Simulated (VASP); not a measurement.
# Zr4H (Amm2) in VASP: notebook

The runs below take Zr4H through single point, with PBE.

Program: VASP 6.6.1. These are calculated values, not measurements. Logs are shortened: lines on timing, memory, paths and dates and some standing lists are left out, and cuts for length are marked.

### 1 The cell of the first run

The structure is orthorhombic, space group Amm2 (No. 38). The conventional cell has a = 7.133 Å, b = 7.578 Å, c = 7.010 Å, α = 90.00°, β = 90.00°, γ = 90.00°. Zr (site symmetry m) has 1 H at 2.19 Å within 2.9 Å. Within 2.7 Å of Zr (site symmetry m) lie 1 H at 2.06 Å. Zr (site symmetry m) has 1 H at 2.37 Å and 9 Zr at 3.04 to 3.22 Å within 3.3 Å. Within 2.7 Å of Zr (site symmetry m) lie 2 H at 2.04 to 2.29 Å. Within 2.7 Å of H (site symmetry mm2) lie 4 Zr at 2.04 to 2.06 Å. H (site symmetry mm2) has 6 Zr at 2.19 to 2.37 Å within 2.9 Å.

### 2 Single point, PBE

File INCAR:

```
PREC = Accurate
ENCUT = 520
EDIFF = 1E-7
ISMEAR = 0
SIGMA = 0.1
LREAL = False
LASPH = True
NELM = 60
ALGO = Fast
ISIF = 2
LWAVE = False
LCHARG = False
GGA = PE
NBANDS = 60
```

File KPOINTS:

```
Automatic mesh
0
Gamma
  4 4 4
```

File POSCAR:

```
Zr4H
1.0
    7.1331878982      0.0000000000      0.0000000000
    0.0000000000      3.7888374183      3.5049749572
    0.0000000000     -3.7888374183      3.5049749572
Zr H
8 2
Direct
    0.5000000000      0.1788222575      0.6005702034
    0.0000000000      0.6193597879      0.1515721334
    0.2534490940      0.1027049649      0.1027049649
    0.7472392655      0.6692397163      0.6692397163
    0.5000000000      0.6005702034      0.1788222575
    0.0000000000      0.1515721334      0.6193597879
    0.2527607345      0.6692397163      0.6692397163
    0.7465509060      0.1027049649      0.1027049649
    0.0000000000      0.5343716608      0.5343716608
    0.5000000000      0.8769372627      0.8769372627
```

Potentials or basis: VASP PAW PBE potentials, release 64 (Zr_sv, H).

On the command line:

```
> cat potpaw_PBE.64/Zr_sv/POTCAR potpaw_PBE.64/H/POTCAR > POTCAR
> mpirun -np 1 vasp_std > vasp.out
```

OUTCAR:

```text
PREC = Accurate
   ENCUT = 520
   EDIFF = 1E-7
   ISMEAR = 0
   LREAL = False
   LASPH = True
   NELM = 60
   ISIF = 2
   GGA = PE

 ion  position               nearest neighbor table
   1  0.500  0.179  0.601-  10 2.19   7 3.08   4 3.08   8 3.11   3 3.11   8 3.18   3 3.18   5 3.20
                             4 3.21   7 3.21   5 3.55   5 3.55   6 3.57   6 3.57
   2  0.000  0.619  0.152-   9 2.06   7 3.10   4 3.10   8 3.11   3 3.11   3 3.22   8 3.22   7 3.22
                             4 3.22   6 3.51   6 3.51   6 3.54   5 3.57   5 3.57
   3  0.253  0.103  0.103-  10 2.37   7 3.04   2 3.11   6 3.11   5 3.11   1 3.11   1 3.18   5 3.18
                             2 3.22   6 3.22   8 3.52   8 3.62   7 3.82   7 3.82
   4  0.747  0.669  0.669-   9 2.04  10 2.29   8 3.04   5 3.08   1 3.08   6 3.10   2 3.10   5 3.21
                             1 3.21   2 3.22   6 3.22   7 3.53   7 3.61   8 3.82   8 3.82
   5  0.500  0.601  0.179-  10 2.19   7 3.08   4 3.08   8 3.11   3 3.11   8 3.18   3 3.18   1 3.20
                             4 3.21   7 3.21   1 3.55   1 3.55   2 3.57   2 3.57
   6  0.000  0.152  0.619-   9 2.06   7 3.10   4 3.10   8 3.11   3 3.11   3 3.22   8 3.22   7 3.22
                             4 3.22   2 3.51   2 3.51   2 3.54   1 3.57   1 3.57
   7  0.253  0.669  0.669-   9 2.04  10 2.29   3 3.04   1 3.08   5 3.08   2 3.10   6 3.10   5 3.21
                             1 3.21   2 3.22   6 3.22   4 3.53   4 3.61   3 3.82   3 3.82
   8  0.747  0.103  0.103-  10 2.37   4 3.04   6 3.11   2 3.11   1 3.11   5 3.11   1 3.18   5 3.18
                             2 3.22   6 3.22   3 3.52   3 3.62   4 3.82   4 3.82
   9  0.000  0.534  0.534-   4 2.04   7 2.04   6 2.06   2 2.06
  10  0.500  0.877  0.877-   1 2.19   5 2.19   4 2.29   7 2.29   3 2.37   8 2.37

  LATTYP: Found a base centered orthorhombic cell.
 ALAT       =     7.0099499144
 B/A-ratio  =     1.0809884420
 C/A-ratio  =     1.0175804371

  Lattice vectors:

 A1 = (   0.0000000000,   3.7888374183,   3.5049749572)
 A2 = (   0.0000000000,  -3.7888374183,   3.5049749572)
 A3 = (   7.1331878982,   0.0000000000,   0.0000000000)

Analysis of symmetry for initial positions (statically):
=====================================================================
 Subroutine PRICEL returns:
 Original cell was already a primitive cell.

 Routine SETGRP: Setting up the symmetry group for a
 base centered orthorhombic supercell.

 Subroutine GETGRP returns: Found  4 space group operations
 (whereof  4 operations were pure point group operations)
 out of a pool of  8 trial point group operations.

The static configuration has the point symmetry C_2v.

Analysis of symmetry for dynamics (positions and initial velocities):
=====================================================================
 Subroutine PRICEL returns:
 Original cell was already a primitive cell.

 Routine SETGRP: Setting up the symmetry group for a
 base centered orthorhombic supercell.

 Subroutine GETGRP returns: Found  4 space group operations
 (whereof  4 operations were pure point group operations)
 out of a pool of  8 trial point group operations.

The dynamic configuration has the point symmetry C_2v.

 Subroutine INISYM returns: Found  4 space group operations
 (whereof  4 operations are pure point group operations),
 and found     1 'primitive' translations

----------------------------------------------------------------------------------------

                                     Primitive cell

  volume of cell :     189.4543

  direct lattice vectors                    reciprocal lattice vectors
     7.133187898  0.000000000  0.000000000     0.140189774  0.000000000  0.000000000
     0.000000000  3.788837418  3.504974957     0.000000000  0.131966602  0.142654372
     0.000000000 -3.788837418  3.504974957     0.000000000 -0.131966602  0.142654372

  length of vectors
     7.133187898  5.161408571  5.161408571     0.140189774  0.194333357  0.194333357

  position of ions in fractional coordinates (direct lattice)
     0.500000000  0.178822258  0.600570203
     0.000000000  0.619359788  0.151572133
     0.253449094  0.102704965  0.102704965
     0.747239265  0.669239716  0.669239716
     0.500000000  0.600570203  0.178822258
     0.000000000  0.151572133  0.619359788
     0.252760735  0.669239716  0.669239716
     0.746550906  0.102704965  0.102704965
     0.000000000  0.534371661  0.534371661
     0.500000000  0.876937263  0.876937263

  ion indices of the primitive-cell ions
   primitive index   ion index
                 1           1
                 2           2
                 3           3
                 4           4
                 5           5
                 6           6
                 7           7
                 8           8
                 9           9
                10          10

----------------------------------------------------------------------------------------

 KPOINTS: Automatic mesh

Automatic generation of k-mesh.
 Grid dimensions read from file:
 generate k-points for:    4    4    4

 Generating k-lattice:

  Cartesian coordinates                     Fractional coordinates (reciprocal lattice)
     0.035047444  0.000000000  0.000000000     0.250000000  0.000000000  0.000000000
     0.000000000  0.032991651  0.035663593     0.000000000  0.250000000  0.000000000
     0.000000000 -0.032991651  0.035663593     0.000000000  0.000000000  0.250000000

  Length of vectors
     0.035047444  0.048583339  0.048583339

  Shift w.r.t. Gamma in fractional coordinates (k-lattice)
     0.000000000  0.000000000  0.000000000

 Subroutine IBZKPT returns following result:
 ===========================================

 Found     21 irreducible k-points:

 Following reciprocal coordinates:
            Coordinates               Weight
  0.000000  0.000000  0.000000      1.000000
  0.250000  0.000000  0.000000      2.000000
  0.500000  0.000000  0.000000      1.000000
  0.000000  0.250000  0.000000      4.000000
  0.250000  0.250000  0.000000      8.000000
  0.500000  0.250000  0.000000      4.000000
[... 13 lines left out ...]
  0.250000  0.500000  0.500000      2.000000
  0.500000  0.500000  0.500000      1.000000
   k-points           NKPTS =     21   k-points in BZ     NKDIM =     21   number of bands    NBANDS=     60
   number of dos      NEDOS =    301   number of ions     NIONS =     10
   total plane-waves  NPLWV =  86400
   dimension x,y,z NGX =    54 NGY =   40 NGZ =   40
   dimension x,y,z NGXF=   108 NGYF=   80 NGZF=   80
   ions per type =               8   2
   NGX,Y,Z   is equivalent  to a cutoff of  12.59, 12.88, 12.88 a.u.
   NGXF,Y,Z  is equivalent  to a cutoff of  25.17, 25.77, 25.77 a.u.
 SYSTEM =  unknown system
   PREC   = accura    normal or accurate (medium, high low for compatibility)
   ISTART =      0    job   : 0-new  1-cont  2-samecut
   ICHARG =      2    charge: 1-file 2-atom 10-const
   ISPIN  =      1    spin polarized calculation?
   LNONCOLLINEAR =      F non collinear calculations
   LSORBIT =      F    spin-orbit coupling
   LASPH  =      T    aspherical Exc in radial PAW
   ENCUT  =  520.0 eV  38.22 Ry    6.18 a.u.  13.26  9.60  9.60*2*pi/ulx,y,z
   NELM   =     60;   NELMIN=  2; NELMDL= -5     # of ELM steps
   EDIFF  = 0.1E-06   stopping-criterion for ELM
   LREAL  =      F    real-space projection
   EDIFFG = 0.1E-05   stopping-criterion for IOM
   NSW    =      0    number of steps for IOM
   IBRION =     -1    ionic relax: 0-MD 1-quasi-New 2-CG
   NFREE  =      0    steps in history (QN), initial steepest desc. (CG)
   ISIF   =      2    stress and relaxation
   ISYM   =      2    0-nonsym 1-usesym 2-fastsym
   POTIM  = 0.5000    time-step for ionic-motion
   TEBEG  =    0.0;   TEEND  =   0.0 temperature during run
   PSTRESS=    0.0 pullay stress
   NELECT =      98.0000    total number of electrons
   NUPDOWN=      -1.0000    fix difference up-down
   EMIN   =  10.00;   EMAX   =-10.00  energy-range for DOS
   EFERMI =   0.00;   METHOD = LEGACY
   ISMEAR =     0;   SIGMA  =   0.10  broadening in eV -4-tet -1-fermi 0-gaus
   EFERMI_NEDOS =   21; number of points for ismear=-14 and -15
   IALGO  =     68    algorithm
   IMIX   =      4    mixing-type and parameters
     AMIX     =   0.40;   BMIX     =  1.00
     AMIX_MAG =   1.60;   BMIX_MAG =  1.00
  volume/ion in A,a.u.               =      18.95       127.85
  Fermi-wavevector in a.u.,A,eV,Ry     =   1.314161  2.483405 23.497533  1.727020
  Thomas-Fermi vector in A             =   2.444434
   LORBIT       =      0    0 simple, 1 ext, 2 COOP (PROOUT), +10 PAW based schemes
   GGA     = PE    functional components
   LHFCALC =     F    Hartree Fock is set to
   AEXX    =    0.0000 exact exchange contribution
   IVDW    =     0    specifies the selected vdW correction
   LEPSILON=     F    determine dielectric tensor
   LRPA    =     F    only Hartree local field effects (RPA)
 non-spin polarized calculation
 RMM-DIIS sequential band-by-band and
 Gauss-broadening in eV      SIGMA  =   0.10
  energy-cutoff  :      520.00
  volume of cell :      189.45
 maximum number of plane-waves:      5133
 NGX is ok and might be reduce to    54
   NGX = 27   NGY = 19   NGZ = 19

 number of electron      98.0000000 magnetization

 Free energy of the ion-electron system (eV)
  ---------------------------------------------------
  ext. energy  EPLUGINS =         0.00000000
  ---------------------------------------------------
  free energy    TOTEN  =       -75.77213851 eV

  energy without entropy =      -75.70347751  energy(sigma->0) =      -75.73780801

 E-fermi :   8.7173     XC(G=0): -11.1239

 val. band max:        8.7132987352   @ k =   0.0000   0.2500   0.0000
 cond. band min:       8.7252178753   @ k =   0.5000  -0.2500   0.2500
 fundamental gap:      0.0119191401
 Fermi energy:         8.7173472177

 k-point     1 :       0.0000    0.0000    0.0000
  band No.  band energies     occupation
      1     -39.8808      2.00000
      2     -39.7822      2.00000
      3     -39.7686      2.00000
      4     -39.7407      2.00000
      5     -39.7044      2.00000
      6     -39.6932      2.00000
[... 1312 lines left out ...]
     59      10.7246      0.00000
     60      10.9627      0.00000

------------------------ aborting loop because EDIFF is reached ----------------------------------------

  FORCE on cell =-STRESS in cart. coord.  units (eV):
  Direction    XX          YY          ZZ          XY          YZ          ZX
  --------------------------------------------------------------------------------------
  -------------------------------------------------------------------------------------
  Total       -0.9557737      1.3798664      1.6089876      0.0000000      0.0000000      0.0000000
  in kB       -8.0827866     11.6692533     13.6068858      0.0000000      0.0000000      0.0000000
  external PRESSURE =       5.7311175 kB  Pullay stress =       0.0000000 kB

 VOLUME and BASIS-vectors are now :
 -----------------------------------------------------------------------------
  energy-cutoff  :      520.00
  volume of cell :      189.45
      direct lattice vectors                 reciprocal lattice vectors
     7.133187898  0.000000000  0.000000000     0.140189774  0.000000000  0.000000000
     0.000000000  3.788837418  3.504974957     0.000000000  0.131966602  0.142654372
     0.000000000 -3.788837418  3.504974957     0.000000000 -0.131966602  0.142654372

 POSITION                                       TOTAL-FORCE (eV/Angst)
 -----------------------------------------------------------------------------------
      3.56659     -1.59793      2.73175         0.000000     -0.199439     -0.098997
      0.00000      1.77237      2.70210         0.000000     -0.180997     -0.010261
      1.80790      0.00000      0.71996        -0.097724      0.000000      0.247265
      5.33020      0.00000      4.69134        -0.224126      0.000000     -0.134108
      3.56659      1.59793      2.73175         0.000000      0.199439     -0.098997
      0.00000     -1.77237      2.70210         0.000000      0.180997     -0.010261
      1.80299      0.00000      4.69134         0.224126      0.000000     -0.134108
      5.32529      0.00000      0.71996         0.097724      0.000000      0.247265
      0.00000      0.00000      3.74592         0.000000      0.000000     -0.020755
      3.56659      0.00000      6.14729         0.000000      0.000000      0.012958
 -----------------------------------------------------------------------------------
    total drift:                                0.000000      0.000000      0.000020

  FREE ENERGIE OF THE ION-ELECTRON SYSTEM (eV)
  ---------------------------------------------------
  free  energy   TOTEN  =       -75.7721385106 eV

  energy  without entropy=      -75.7034775149  energy(sigma->0) =      -75.73780801
```

It took 15 min on 1 thread of Oxide Virtual Turin-like, shared host; peak memory 0.33 GiB.

Results:

| Quantity | Value |
| --- | --- |
| Free energy | -75.7721 eV |
| Pressure | 0.6 GPa |
| Largest force | 0.266 eV/Å |
| Band gap on the k mesh | zero (bands 49 and 50 overlap by 0.63 eV) |

Forces in eV/Å, atoms in the order of the input:
```
Zr   0.000 -0.199 -0.099
Zr   0.000 -0.181 -0.010
Zr  -0.098  0.000  0.247
Zr  -0.224  0.000 -0.134
Zr   0.000  0.199 -0.099
Zr   0.000  0.181 -0.010
Zr   0.224  0.000 -0.134
Zr   0.098  0.000  0.247
H    0.000  0.000 -0.021
H    0.000  0.000  0.013
```

Stress tensor (GPa, compression positive):
```
-0.81  0.00  0.00
 0.00  1.17  0.00
 0.00  0.00  1.36
```

Levels at points of the mesh, in eV from the Fermi level:
```csv
k point,band 47,band 48,band 49,band 50,band 51,band 52
"(0.00, 0.00, 0.00)",-0.35,-0.13,0.30,0.35,0.66,0.77
"(0.50, 0.00, 0.00)",-0.26,0.06,0.19,0.26,0.32,0.74
"(0.00, 0.50, 0.00)",-0.24,-0.20,0.02,0.10,0.13,0.20
"(0.50, 0.50, 0.00)",-0.68,-0.67,-0.30,-0.20,-0.02,0.03
"(0.00, 0.50, 0.50)",-0.20,-0.13,0.42,0.56,0.99,1.12
"(0.50, 0.50, 0.50)",-0.13,-0.10,-0.02,0.06,0.09,0.29
```

[end of part 1 of 2]
